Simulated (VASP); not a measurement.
# Cl (Cmce) in VASP: notebook

The runs below take Cl through single point, with LDA.

Everything below comes from runs of VASP 6.6.1. Logs are shortened: lines on timing, memory, paths and dates and some standing lists are left out, and cuts for length are marked.

### Step 1. The cell of the first run

Symmetry: Cmce, No. 64, orthorhombic system. Conventional cell: a = 6.290 Å, b = 4.500 Å, c = 8.210 Å, α = 90.00°, β = 90.00°, γ = 90.00°. Cl (site symmetry m) has 1 Cl at 2.02 Å within 2.7 Å.

### Step 2. Single point, LDA

Input file INCAR:

```
PREC = Accurate
ENCUT = 520
EDIFF = 1E-6
ISMEAR = -1
SIGMA = 0.05
LREAL = False
LASPH = True
NELM = 100
ALGO = Normal
ISIF = 2
LWAVE = False
LCHARG = False
NBANDS = 22
```

Input file KPOINTS:

```
regular mesh
0
Gamma
  7 7 4
```

Input file POSCAR:

```
Cl
1.0
    3.1450000000     -2.2500000000      0.0000000000
    3.1450000000      2.2500000000      0.0000000000
    0.0000000000      0.0000000000      8.2100000000
Cl
4
Direct
    0.3700000000      0.6300000000      0.4000000000
    0.1300000000      0.8700000000      0.9000000000
    0.6300000000      0.3700000000      0.6000000000
    0.8700000000      0.1300000000      0.1000000000
```

Potentials or basis: VASP PAW LDA potentials, release 64 (Cl).

Command:

```console
$ cat potpaw_LDA.64/Cl/POTCAR > POTCAR
$ mpirun -np 1 vasp_std > vasp.out
```

OUTCAR:

```text
PREC = Accurate
   ENCUT = 520
   EDIFF = 1E-6
   ISMEAR = -1
   LREAL = False
   LASPH = True
   NELM = 100
   ISIF = 2

 ion  position               nearest neighbor table
   1  0.370  0.630  0.400-   3 2.02
   2  0.130  0.870  0.900-   4 2.02
   3  0.630  0.370  0.600-   1 2.02
   4  0.870  0.130  0.100-   2 2.02

  LATTYP: Found a base centered orthorhombic cell.
 ALAT       =     4.5000000000
 B/A-ratio  =     1.3977777778
 C/A-ratio  =     1.8244444444

  Lattice vectors:

 A1 = (  -3.1450000000,  -2.2500000000,   0.0000000000)
 A2 = (   3.1450000000,  -2.2500000000,   0.0000000000)
 A3 = (   0.0000000000,   0.0000000000,   8.2100000000)

Analysis of symmetry for initial positions (statically):
=====================================================================
 Subroutine PRICEL returns:
 Original cell was already a primitive cell.

 Routine SETGRP: Setting up the symmetry group for a
 base centered orthorhombic supercell.

 Subroutine GETGRP returns: Found  8 space group operations
 (whereof  4 operations were pure point group operations)
 out of a pool of  8 trial point group operations.

The static configuration has the point symmetry C_2h.
 The point group associated with its full space group is D_2h.

Analysis of symmetry for dynamics (positions and initial velocities):
=====================================================================
 Subroutine PRICEL returns:
 Original cell was already a primitive cell.

 Routine SETGRP: Setting up the symmetry group for a
 base centered orthorhombic supercell.

 Subroutine GETGRP returns: Found  8 space group operations
 (whereof  4 operations were pure point group operations)
 out of a pool of  8 trial point group operations.

The dynamic configuration has the point symmetry C_2h.
 The point group associated with its full space group is D_2h.

 Subroutine INISYM returns: Found  8 space group operations
 (whereof  4 operations are pure point group operations),
 and found     1 'primitive' translations

----------------------------------------------------------------------------------------

                                     Primitive cell

  volume of cell :     116.1920

  direct lattice vectors                    reciprocal lattice vectors
     3.145000000 -2.250000000  0.000000000     0.158982512 -0.222222222  0.000000000
     3.145000000  2.250000000  0.000000000     0.158982512  0.222222222  0.000000000
     0.000000000  0.000000000  8.210000000     0.000000000  0.000000000  0.121802680

  length of vectors
[... 80 lines left out ...]
   ISPIN  =      1    spin polarized calculation?
   LNONCOLLINEAR =      F non collinear calculations
   LSORBIT =      F    spin-orbit coupling
   LASPH  =      T    aspherical Exc in radial PAW
   ENCUT  =  520.0 eV  38.22 Ry    6.18 a.u.   7.19  7.19 15.27*2*pi/ulx,y,z
   NELM   =    100;   NELMIN=  2; NELMDL= -5     # of ELM steps
   EDIFF  = 0.1E-05   stopping-criterion for ELM
   LREAL  =      F    real-space projection
[... 7 lines left out ...]
   TEBEG  =    0.0;   TEEND  =   0.0 temperature during run
   PSTRESS=    0.0 pullay stress
   NELECT =      28.0000    total number of electrons
   NUPDOWN=      -1.0000    fix difference up-down
   EMIN   =  10.00;   EMAX   =-10.00  energy-range for DOS
   EFERMI =   0.00;   METHOD = LEGACY
   ISMEAR =    -1;   SIGMA  =   0.05  broadening in eV -4-tet -1-fermi 0-gaus
   EFERMI_NEDOS =   21; number of points for ismear=-14 and -15
   IALGO  =     38    algorithm
   IMIX   =      4    mixing-type and parameters
     AMIX     =   0.40;   BMIX     =  1.00
     AMIX_MAG =   1.60;   BMIX_MAG =  1.00
  volume/ion in A,a.u.               =      29.05       196.03
  Fermi-wavevector in a.u.,A,eV,Ry     =   1.018753  1.925163 14.120900  1.037857
  Thomas-Fermi vector in A             =   2.152228
   LORBIT       =      0    0 simple, 1 ext, 2 COOP (PROOUT), +10 PAW based schemes
   GGA     = CA    functional components
   LHFCALC =     F    Hartree Fock is set to
   AEXX    =    0.0000 exact exchange contribution
   IVDW    =     0    specifies the selected vdW correction
   LEPSILON=     F    determine dielectric tensor
   LRPA    =     F    only Hartree local field effects (RPA)
 non-spin polarized calculation
  energy-cutoff  :      520.00
  volume of cell :      116.19
 maximum number of plane-waves:      3157
 NGX is ok and might be reduce to    30
   NGX = 15   NGY = 15   NGZ = 31

 number of electron      28.0000003 magnetization

 Free energy of the ion-electron system (eV)
  ---------------------------------------------------
  ext. energy  EPLUGINS =         0.00000000
  ---------------------------------------------------
  free energy    TOTEN  =        -8.80433982 eV

  energy without entropy =       -8.80433982  energy(sigma->0) =       -8.80433982

 E-fermi :   0.3932     XC(G=0):  -8.2954

 val. band max:       -0.7852796529   @ k =  -0.4286   0.4286   0.0000
 cond. band min:       1.5767300357   @ k =   0.1429   0.0000   0.0000
 fundamental gap:      2.3620096886
 Fermi energy:         0.3931527353

 k-point     1 :       0.0000    0.0000    0.0000
  band No.  band energies     occupation
      1     -17.3301      2.00000
      2     -17.1219      2.00000
      3     -13.3049      2.00000
      4     -12.7415      2.00000
      5      -6.1453      2.00000
      6      -5.3009      2.00000
[... 589 lines left out ...]
     21       9.3597      0.00000
     22       9.7017      0.00000

 [... further k-points ...]

------------------------ aborting loop because EDIFF is reached ----------------------------------------

  FORCE on cell =-STRESS in cart. coord.  units (eV):
  Direction    XX          YY          ZZ          XY          YZ          ZX
  --------------------------------------------------------------------------------------
  -------------------------------------------------------------------------------------
  Total       -0.9151185     -2.2036446     -2.7752820      0.0000000     -0.0000000      0.0000000
  in kB      -12.6186126    -30.3861592    -38.2684942      0.0000000     -0.0000000      0.0000000
  external PRESSURE =     -27.0910887 kB  Pullay stress =       0.0000000 kB

 VOLUME and BASIS-vectors are now :
 -----------------------------------------------------------------------------
  energy-cutoff  :      520.00
  volume of cell :      116.19
      direct lattice vectors                 reciprocal lattice vectors
     3.145000000 -2.250000000  0.000000000     0.158982512 -0.222222222  0.000000000
     3.145000000  2.250000000  0.000000000     0.158982512  0.222222222  0.000000000
     0.000000000  0.000000000  8.210000000     0.000000000  0.000000000  0.121802680

 POSITION                                       TOTAL-FORCE (eV/Angst)
 -----------------------------------------------------------------------------------
      3.14500      0.58500      3.28400         0.000000     -0.257660      0.183242
      3.14500      1.66500      7.38900         0.000000      0.257660      0.183242
      3.14500     -0.58500      4.92600         0.000000      0.257660     -0.183242
      3.14500     -1.66500      0.82100         0.000000     -0.257660     -0.183242
 -----------------------------------------------------------------------------------
    total drift:                                0.000000     -0.000000      0.000000

  FREE ENERGIE OF THE ION-ELECTRON SYSTEM (eV)
  ---------------------------------------------------
  free  energy   TOTEN  =        -8.8043398179 eV

  energy  without entropy=       -8.8043398178  energy(sigma->0) =       -8.80433982
```

OSZICAR:

```text
N       E                     dE             d eps       ncg     rms          rms(c)
DAV:   1     0.173705483470E+03    0.17371E+03   -0.12024E+04  2112   0.108E+03
DAV:   2     0.345608717333E+01   -0.17025E+03   -0.16428E+03  3004   0.197E+02
DAV:   3    -0.920489937634E+01   -0.12661E+02   -0.12606E+02  2730   0.610E+01
DAV:   4    -0.936379457066E+01   -0.15890E+00   -0.15883E+00  2820   0.823E+00
DAV:   5    -0.936632793604E+01   -0.25334E-02   -0.25332E-02  2754   0.102E+00    0.154E+01
DAV:   6    -0.895882199681E+01    0.40751E+00   -0.24649E-01  2646   0.278E+00    0.100E+01
DAV:   7    -0.881633116527E+01    0.14249E+00   -0.55380E-01  2570   0.399E+00    0.877E-01
DAV:   8    -0.880421339428E+01    0.12118E-01   -0.67425E-02  2442   0.154E+00    0.382E-01
DAV:   9    -0.880432791844E+01   -0.11452E-03   -0.18754E-03  2610   0.256E-01    0.863E-02
DAV:  10    -0.880434115906E+01   -0.13241E-04   -0.11204E-04  2996   0.633E-02    0.493E-02
DAV:  11    -0.880434064580E+01    0.51326E-06   -0.33778E-05  2574   0.326E-02    0.116E-02
DAV:  12    -0.880433981788E+01    0.82792E-06   -0.30615E-06  2544   0.115E-02
   1 F= -.88043398E+01 E0= -.88043398E+01  d E =-.458294E-10
```

It took 43 s on 1 thread of Intel Xeon 6975P-C (Granite Rapids), shared host; peak memory 0.23 GiB.

Results:

| Item | Value |
| --- | --- |
| Free energy | -8.8043 eV |
| Pressure | -2.7 GPa |
| Largest force | 0.316 eV/Å |
| Band gap on the k mesh | 2.36 eV, indirect (least direct gap 2.42 eV) |

Forces in eV/Å, atoms in the order of the input:
```
Cl   0.000 -0.258  0.183
Cl   0.000  0.258  0.183
Cl   0.000  0.258 -0.183
Cl   0.000 -0.258 -0.183
```

### Step 3. Single point, LDA

This run uses another cell than the first one, of 29.63 Å³/atom, 1.020 times its volume.

Input file INCAR:

```
SYSTEM = Cl
PREC = Accurate
ENCUT = 520
EDIFF = 1E-6
ISMEAR = -1
SIGMA = 0.05
LREAL = .FALSE.
LASPH = .TRUE.
NELM = 100
ALGO = Normal
ISIF = 2
LWAVE = .FALSE.
LCHARG = .FALSE.
NBANDS = 22
```

Input file KPOINTS:

```
regular mesh
0
G
  7 7 4
  0 0 0
```

Input file POSCAR:

```
Cl
1.0
    3.1658284216     -2.2649010965      0.0000000000
    3.1658284216      2.2649010965      0.0000000000
    0.0000000000      0.0000000000      8.2643724455
Cl
4
Direct
    0.3700000000      0.6300000000      0.4000000000
    0.1300000000      0.8700000000      0.9000000000
    0.6300000000      0.3700000000      0.6000000000
    0.8700000000      0.1300000000      0.1000000000
```

Potentials or basis: VASP PAW LDA potentials, release 64 (Cl).

Command:

```console
$ cat potpaw_LDA.64/Cl/POTCAR > POTCAR
$ mpirun -np 1 vasp_std > vasp.out
```

It took 43 s on 1 thread of Intel Xeon 6975P-C (Granite Rapids), shared host; peak memory 0.23 GiB.

It converged, with:

```
Free energy            : -8.7630 eV
Pressure               : -3.1 GPa
Largest force          : 0.524 eV/Å
Band gap on the k mesh : 2.29 eV, indirect (least direct gap 2.35 eV)
```

Forces on the atoms (eV/Å):
```
Cl   0.000 -0.383  0.357
Cl   0.000  0.383  0.357
Cl   0.000  0.383 -0.357
Cl   0.000 -0.383 -0.357
```

Stress tensor (GPa, compression positive):
```
-1.28  0.00  0.00
 0.00 -3.44  0.00
 0.00  0.00 -4.62
```

Levels at points of the mesh, in eV from the valence-band top:
```
           k point  band 10  band 11  band 12  band 13  band 14  band 15  band 16  band 17  band 18  band 19
(0.00, 0.00, 0.00)    -2.10    -0.71    -0.41    -0.15    -0.05     2.30     2.89     6.41     7.18     8.55
(0.00, 0.00, 0.50)    -2.10    -0.65    -0.65    -0.10    -0.10     2.50     2.50     7.03     7.03     9.29
```

A k mesh can miss the band edges. A hybrid or GW would open this gap; LDA tends to underestimate it.

### Step 4. Single point, LDA

This run uses another cell than the first one, of 30.21 Å³/atom, 1.040 times its volume.

Input file INCAR:

```
SYSTEM = Cl
ALGO = Normal ; EDIFF = 1E-7
ENCUT = 520 ; GGA = CA
ISIF = 2 ; ISMEAR = -1
LASPH = .True. ; LCHARG = .False.
LREAL = .False. ; LWAVE = .False.
NBANDS = 22 ; NELM = 100
PREC = Accurate ; SIGMA = 0.05
```

Input file KPOINTS:

```
k-points
0
Gamma
  7 7 4
  0 0 0
```

Input file POSCAR:

```
Cl
1.0
    3.1863863250     -2.2796086586      0.0000000000
    3.1863863250      2.2796086586      0.0000000000
    0.0000000000      0.0000000000      8.3180387054
Cl
4
Direct
    0.3700000000      0.6300000000      0.4000000000
    0.1300000000      0.8700000000      0.9000000000
    0.6300000000      0.3700000000      0.6000000000
    0.8700000000      0.1300000000      0.1000000000
```

Command:

```console
$ cat potpaw_LDA.64/Cl/POTCAR > POTCAR
$ mpirun -np 1 vasp_std > vasp.out
```

Run time: 49 s. Hardware: 1 thread of Intel Xeon 6975P-C (Granite Rapids), shared host; peak memory 0.22 GiB.

It converged, with:

```yaml
Free_energy: -8.7160 eV
Pressure: -3.5 GPa
Largest_force: 0.720 eV/Å
Band_gap_on_the_k_mesh: 2.23 eV, indirect (least direct gap 2.28 eV)
```

Forces on the atoms (eV/Å):
```
Cl   0.000 -0.499  0.520
Cl   0.000  0.499  0.520
Cl   0.000  0.499 -0.520
Cl   0.000 -0.499 -0.520
```

Stress tensor (GPa, compression positive):
```
-1.28  0.00  0.00
 0.00 -3.79  0.00
 0.00  0.00 -5.34
```

Levels at points of the mesh, in eV from the valence-band top:
| k point | band 12 | band 13 | band 14 | band 15 | band 16 | band 17 |
| --- | --- | --- | --- | --- | --- | --- |
| (0.00, 0.00, 0.00) | -0.39 | -0.14 | -0.05 | 2.23 | 2.82 | 6.39 |
| (0.00, 0.00, 0.50) | -0.63 | -0.10 | -0.10 | 2.43 | 2.43 | 7.01 |

A k mesh can miss the band edges.

### Step 5. Single point, LDA

This run uses another cell than the first one, of 30.79 Å³/atom, 1.060 times its volume.

Input file INCAR:

```
PREC     = Accurate       # precision mode
ENCUT    = 520            # plane-wave cutoff, eV
EDIFF    = 1E-7           # SCF threshold, eV
ISMEAR   = -1             # smearing method
SIGMA    = 0.05           # smearing width, eV
LREAL    = F              # projectors in reciprocal space
LASPH    = T              # aspherical terms in the spheres
NELM     = 80             # most SCF steps
ALGO     = Normal         # electronic algorithm
ISIF     = 2              # what is computed and relaxed
LWAVE    = F              # write WAVECAR
LCHARG   = T              # write CHGCAR
LELF     = T              # ELF
LVHAR    = T            
NBANDS   = 22             # bands
```

Input file KPOINTS:

```
regular mesh
0
Gamma
  7 7 4
```

Input file POSCAR:

```
Cl
1.0
    3.2066823265     -2.2941288504      0.0000000000
    3.2066823265      2.2941288504      0.0000000000
    0.0000000000      0.0000000000      8.3710212721
Cl
4
Direct
    0.3700000000      0.6300000000      0.4000000000
    0.1300000000      0.8700000000      0.9000000000
    0.6300000000      0.3700000000      0.6000000000
    0.8700000000      0.1300000000      0.1000000000
```

Command:

```console
$ cat potpaw_LDA.64/Cl/POTCAR > POTCAR
$ mpirun -np 1 vasp_std > vasp.out
```

Wall time 50 s (1 thread of Intel Xeon 6975P-C (Granite Rapids), shared host); peak memory 0.23 GiB.

It converged, with:

- Free energy: -8.6642 eV
- Pressure: -3.8 GPa
- Largest force: 0.905 eV/Å
- Band gap on the k mesh: 2.16 eV, indirect (least direct gap 2.21 eV)

Forces in eV/Å, atoms in the order of the input:
```
Cl   0.000 -0.606  0.671
Cl   0.000  0.606  0.671
Cl   0.000  0.606 -0.671
Cl   0.000 -0.606 -0.671
```

Stress tensor (GPa, compression positive):
```
-1.28  0.00  0.00
 0.00 -4.10  0.00
 0.00  0.00 -5.97
```

Levels at points of the mesh, in eV from the valence-band top:
| k point | band 10 | band 11 | band 12 | band 13 | band 14 | band 15 | band 16 | band 17 | band 18 | band 19 |
| --- | --- | --- | --- | --- | --- | --- | --- | --- | --- | --- |
| (0.00, 0.00, 0.00) | -2.00 | -0.67 | -0.38 | -0.13 | -0.05 | 2.16 | 2.74 | 6.37 | 7.23 | 8.63 |
| (0.00, 0.00, 0.50) | -2.00 | -0.61 | -0.61 | -0.09 | -0.09 | 2.37 | 2.37 | 7.00 | 7.00 | 9.27 |

A k mesh can miss the band edges.

### Step 6. Summary

| cell | gap on the mesh (eV) | pressure (GPa) | largest force (eV/Å) |
| --- | --- | --- | --- |
| a = 3.867, b = 3.867, c = 8.210 Å, angles 90.0, 90.0, 71.2°, 4 atoms | 2.36 | -2.7 | 0.32 |
| a = 3.893, b = 3.893, c = 8.264 Å, angles 90.0, 90.0, 71.2°, 4 atoms | 2.29 | -3.1 | 0.52 |
| a = 3.918, b = 3.918, c = 8.318 Å, angles 90.0, 90.0, 71.2°, 4 atoms | 2.23 | -3.5 | 0.72 |
| a = 3.943, b = 3.943, c = 8.371 Å, angles 90.0, 90.0, 71.2°, 4 atoms | 2.16 | -3.8 | 0.90 |

Alike in all rows: task single point; level LDA; potentials or basis VASP PAW LDA potentials, release 64 (Cl); no spin polarisation; k mesh 7 × 7 × 4; cutoff (eV) 520; smearing fermi-dirac 0.05 eV.

Absolute energies hang on the potentials; compare differences alone.
